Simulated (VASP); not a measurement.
# TaN (rocksalt type) (Fm-3m) in VASP: a series of runs

Runs on TaN (rocksalt type). Level: PBEsol. Tasks: single point.

Program: VASP 6.6.1. These are calculated values, not measurements. Logs are shortened: lines on timing, memory, paths and dates and some standing lists are left out, and cuts for length are marked.

**1. The cell of the first run**

Symmetry: Fm-3m, No. 225, cubic system. The conventional cell has a = 3.585 Å, b = 3.585 Å, c = 3.585 Å, α = 90.00°, β = 90.00°, γ = 90.00°. Ta (site symmetry m-3m) has 6 N at 1.79 Å within 2.4 Å. N (site symmetry m-3m) has 6 Ta at 1.79 Å within 2.4 Å.

**2. Single point, PBEsol (5.76 Å³/atom)**

INCAR reads:

```
ALGO     = Normal         # electronic algorithm
EDIFF    = 1E-7           # SCF threshold, eV
ENCUT    = 520            # plane-wave cutoff, eV
GGA      = PS             # functional
ISIF     = 2              # what is computed and relaxed
ISMEAR   = -1             # smearing method
LASPH    = True           # aspherical terms in the spheres
LCHARG   = True           # write CHGCAR
LELF     = True           # ELF
LREAL    = False          # projectors in reciprocal space
LVHAR    = True         
LWAVE    = False          # write WAVECAR
NBANDS   = 15             # bands
NELM     = 60             # most SCF steps
PREC     = Accurate       # precision mode
SIGMA    = 0.08           # smearing width, eV
```

KPOINTS reads:

```
k-points
0
Gamma
  15 15 15
```

POSCAR reads:

```
TaN
1.0
    0.0000000000      1.7925070756      1.7925070756
    1.7925070756      0.0000000000      1.7925070756
    1.7925070756      1.7925070756      0.0000000000
Ta N
1 1
Direct
    0.0000000000      0.0000000000      0.0000000000
    0.5000000000      0.5000000000      0.5000000000
```

Potentials or basis: VASP PAW PBE potentials, release 64 (Ta_pv, N).

Launch:

```console
$ cat potpaw_PBE.64/Ta_pv/POTCAR potpaw_PBE.64/N/POTCAR > POTCAR
$ mpirun -np 1 vasp_std > vasp.out
```

OUTCAR:

```text
EDIFF = 1E-7
   ENCUT = 520
   GGA = PS
   ISIF = 2
   ISMEAR = -1
   LASPH = True
   LREAL = False
   NELM = 60
   PREC = Accurate

 ion  position               nearest neighbor table
   1  0.000  0.000  0.000-   2 1.79   2 1.79   2 1.79   2 1.79   2 1.79   2 1.79
   2  0.500  0.500  0.500-   1 1.79   1 1.79   1 1.79   1 1.79   1 1.79   1 1.79

  LATTYP: Found a face centered cubic cell.
 ALAT       =     3.5850141512

  Lattice vectors:

 A1 = (   0.0000000000,   1.7925070756,   1.7925070756)
 A2 = (   1.7925070756,   0.0000000000,   1.7925070756)
 A3 = (   1.7925070756,   1.7925070756,   0.0000000000)

Analysis of symmetry for initial positions (statically):
=====================================================================
 Subroutine PRICEL returns:
 Original cell was already a primitive cell.

 Routine SETGRP: Setting up the symmetry group for a
 face centered cubic supercell.

 Subroutine GETGRP returns: Found 48 space group operations
 (whereof 48 operations were pure point group operations)
 out of a pool of 48 trial point group operations.

The static configuration has the point symmetry O_h .

Analysis of symmetry for dynamics (positions and initial velocities):
=====================================================================
 Subroutine PRICEL returns:
 Original cell was already a primitive cell.

 Routine SETGRP: Setting up the symmetry group for a
 face centered cubic supercell.

 Subroutine GETGRP returns: Found 48 space group operations
 (whereof 48 operations were pure point group operations)
 out of a pool of 48 trial point group operations.

The dynamic configuration has the point symmetry O_h .

 Subroutine INISYM returns: Found 48 space group operations
 (whereof 48 operations are pure point group operations),
 and found     1 'primitive' translations

----------------------------------------------------------------------------------------

                                     Primitive cell

  volume of cell :      11.5189

  direct lattice vectors                    reciprocal lattice vectors
     0.000000000  1.792507076  1.792507076    -0.278938927  0.278938927  0.278938927
     1.792507076  0.000000000  1.792507076     0.278938927 -0.278938927  0.278938927
     1.792507076  1.792507076  0.000000000     0.278938927  0.278938927 -0.278938927

  length of vectors
     2.534987817  2.534987817  2.534987817     0.483136393  0.483136393  0.483136393

  position of ions in fractional coordinates (direct lattice)
     0.000000000  0.000000000  0.000000000
     0.500000000  0.500000000  0.500000000

  ion indices of the primitive-cell ions
[... 86 lines left out ...]
   NELECT =      16.0000    total number of electrons
   NUPDOWN=      -1.0000    fix difference up-down
   EMIN   =  10.00;   EMAX   =-10.00  energy-range for DOS
   EFERMI =   0.00;   METHOD = LEGACY
   ISMEAR =    -1;   SIGMA  =   0.08  broadening in eV -4-tet -1-fermi 0-gaus
   EFERMI_NEDOS =   21; number of points for ismear=-14 and -15
   IALGO  =     38    algorithm
   IMIX   =      4    mixing-type and parameters
     AMIX     =   0.40;   BMIX     =  1.00
     AMIX_MAG =   1.60;   BMIX_MAG =  1.00
  volume/ion in A,a.u.               =       5.76        38.87
  Fermi-wavevector in a.u.,A,eV,Ry     =   1.826602  3.451777 45.395500  3.336475
  Thomas-Fermi vector in A             =   2.881880
   LORBIT       =      0    0 simple, 1 ext, 2 COOP (PROOUT), +10 PAW based schemes
   GGA     = PS    functional components
   LHFCALC =     F    Hartree Fock is set to
   AEXX    =    0.0000 exact exchange contribution
   IVDW    =     0    specifies the selected vdW correction
   LEPSILON=     F    determine dielectric tensor
   LRPA    =     F    only Hartree local field effects (RPA)
 non-spin polarized calculation
  energy-cutoff  :      520.00
  volume of cell :       11.52
 maximum number of plane-waves:       331
   NGX =  9   NGY =  9   NGZ =  9

 number of electron      15.9999997 magnetization

 Free energy of the ion-electron system (eV)
  ---------------------------------------------------
  ext. energy  EPLUGINS =         0.00000000
  ---------------------------------------------------
  free energy    TOTEN  =        -9.43229277 eV

  energy without entropy =       -9.42605541  energy(sigma->0) =       -9.42917409

 E-fermi :  17.5262     XC(G=0): -17.2584

 val. band max:       17.4445772128   @ k =   0.4000   0.0667   0.0000
 cond. band min:      17.5819713245   @ k =   0.2667   0.0667   0.0000
 fundamental gap:      0.1373941117
 Fermi energy:        17.5262324100

 k-point     1 :       0.0000    0.0000    0.0000
  band No.  band energies     occupation
      1     -16.8499      2.00000
      2     -16.8499      2.00000
      3     -16.8499      2.00000
      4      -5.5784      2.00000
      5      12.3458      2.00000
      6      12.3458      2.00000
      7      12.3458      2.00000
      8      12.9064      2.00000
      9      12.9064      2.00000
     10      12.9064      2.00000
     11      17.7509      0.11375
     12      17.7509      0.11375
     13      26.7202      0.00000
     14      27.0432      0.00000
[... 401 lines left out ...]
      2     -17.3943      2.00000
      3     -17.3180      2.00000
      4      -2.7655      2.00000
      5       6.0412      2.00000
      6       9.7351      2.00000
      7      10.3756      2.00000
      8      11.6929      2.00000
      9      17.4139      1.60555
     10      17.6831      0.24670
     11      19.8743      0.00000
     12      24.6870      0.00000
     13      29.8899      0.00000
     14      31.4022      0.00000
     15      32.3925      0.00000

 [... further k-points ...]

------------------------ aborting loop because EDIFF is reached ----------------------------------------

  FORCE on cell =-STRESS in cart. coord.  units (eV):
  Direction    XX          YY          ZZ          XY          YZ          ZX
  --------------------------------------------------------------------------------------
  -------------------------------------------------------------------------------------
  Total       56.9256637     56.9256637     56.9256637      0.0000000     -0.0000000      0.0000000
  in kB     7917.8278277   7917.8278277   7917.8278277      0.0000000     -0.0000000      0.0000000
  external PRESSURE =    7917.8278277 kB  Pullay stress =       0.0000000 kB

 VOLUME and BASIS-vectors are now :
 -----------------------------------------------------------------------------
  energy-cutoff  :      520.00
  volume of cell :       11.52
      direct lattice vectors                 reciprocal lattice vectors
     0.000000000  1.792507076  1.792507076    -0.278938927  0.278938927  0.278938927
     1.792507076  0.000000000  1.792507076     0.278938927 -0.278938927  0.278938927
     1.792507076  1.792507076  0.000000000     0.278938927  0.278938927 -0.278938927

 POSITION                                       TOTAL-FORCE (eV/Angst)
 -----------------------------------------------------------------------------------
      0.00000      0.00000      0.00000        -0.000000     -0.000000     -0.000000
      1.79251      1.79251      1.79251         0.000000      0.000000      0.000000
 -----------------------------------------------------------------------------------
    total drift:                                0.000000     -0.000000      0.000000

  FREE ENERGIE OF THE ION-ELECTRON SYSTEM (eV)
  ---------------------------------------------------
  free  energy   TOTEN  =        -9.4322927739 eV

  energy  without entropy=       -9.4260554094  energy(sigma->0) =       -9.42917409
```

OSZICAR:

```text
N       E                     dE             d eps       ncg     rms          rms(c)
DAV:   1     0.102644188581E+03    0.10264E+03   -0.85540E+03  3623   0.122E+03
DAV:   2    -0.116861034246E+02   -0.11433E+03   -0.10882E+03  4244   0.337E+02
DAV:   3    -0.137518713404E+02   -0.20658E+01   -0.20612E+01  3943   0.442E+01
DAV:   4    -0.137554158630E+02   -0.35445E-02   -0.35444E-02  4342   0.199E+00
DAV:   5    -0.137554222481E+02   -0.63851E-05   -0.63832E-05  3936   0.804E-02    0.815E+01
DAV:   6    -0.971974578808E+01    0.40357E+01   -0.47225E+00  4020   0.324E+01    0.368E+01
DAV:   7    -0.948885005522E+01    0.23090E+00   -0.71041E-01  4083   0.793E+00    0.161E+01
DAV:   8    -0.944338446321E+01    0.45466E-01   -0.70567E-02  4027   0.365E+00    0.437E+00
DAV:   9    -0.943250213467E+01    0.10882E-01   -0.12540E-02  4041   0.170E+00    0.861E-01
DAV:  10    -0.943229506564E+01    0.20707E-03   -0.36397E-04  3985   0.211E-01    0.946E-02
DAV:  11    -0.943229404340E+01    0.10222E-05   -0.41277E-05  4188   0.594E-02    0.364E-02
DAV:  12    -0.943229306160E+01    0.98180E-06   -0.96352E-07  3964   0.112E-02    0.991E-03
DAV:  13    -0.943229275725E+01    0.30435E-06   -0.31796E-08  2207   0.216E-03    0.112E-03
DAV:  14    -0.943229277391E+01   -0.16664E-07   -0.18197E-09  1926   0.502E-04
   1 F= -.94322928E+01 E0= -.94291741E+01  d E =-.623736E-02
```

stdout:

```text
POSCAR found type information on POSCAR TaN
 POSCAR found :  2 types and       2 ions
 scaLAPACK will be used
 -----------------------------------------------------------------------------
|                                                                             |
|                                                                             |
|     You enforced a specific xc type in the INCAR file but a different       |
|     I HOPE YOU KNOW WHAT YOU ARE DOING!                                     |
|                                                                             |
 -----------------------------------------------------------------------------

 LDA part: xc-table for (Slater+PW92), standard interpolation
 POSCAR, INCAR and KPOINTS ok, starting setup
 FFT: planning ... GRIDC
 FFT: planning ... GRID_SOFT
 FFT: planning ... GRID
 WAVECAR not read
 entering main loop
```

It took 10 s on 1 thread of Intel Xeon 6975P-C (Granite Rapids), shared host; peak memory 0.14 GiB.

The run converged, but its numbers aren't listed here, since they failed a check.

Caveat: the cell stands under pressure; the PAW data sets were made with another functional, which shifts forces and pressure a little; spin-orbit coupling is left out, which moves the levels of the heavy elements.

(Continued in part 2 of 3.)
